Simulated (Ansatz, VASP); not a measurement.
One calculation of GeSb2, two programs

```xyz
3
Lattice="5.1980 0.0000 0.0000 -2.5990 4.5016 0.0000 0.0000 0.0000 3.2499" Properties=species:S:1:pos:R:3 pbc="T T T"
Ge    0.0000    0.0000    0.0000
Sb    0.0000    3.0011    1.6250
Sb    2.5990    1.5005    1.6250
```

Alike in both runs: functional PBE; k mesh 6 × 6 × 4; occupations gaussian, width 0.1 eV; no spin polarisation.

Ansatz relaxed the structure, and its values are those at the end. VASP's run is a single point on that final structure, the one shown.

```csv
,VASP,Ansatz
version,VASP 6.6.1,Ansatz 0.2.0
potentials or method,"VASP PAW PBE potentials, release 64 (Ge_d, Sb), cutoff 520 eV","scalar-relativistic, plane waves, PAW"
valence electrons in the cell,24,44
```

|  | VASP | Ansatz | Ansatz less VASP |
| --- | --- | --- | --- |
| gap on the k mesh at the Fermi level (eV) | none | none | - |
| pressure (GPa) | 0.0 | 0.0 | +0.06 |

A gap of «none» marks a metal or a gap that the smearing closes. VASP's potentials hold 24 valence electrons a cell and Ansatz's 44, so a difference there can come from the potentials and not from the codes.

The k mesh is coarse, so the values compare programs but aren't converged. Spin-orbit coupling is off throughout.
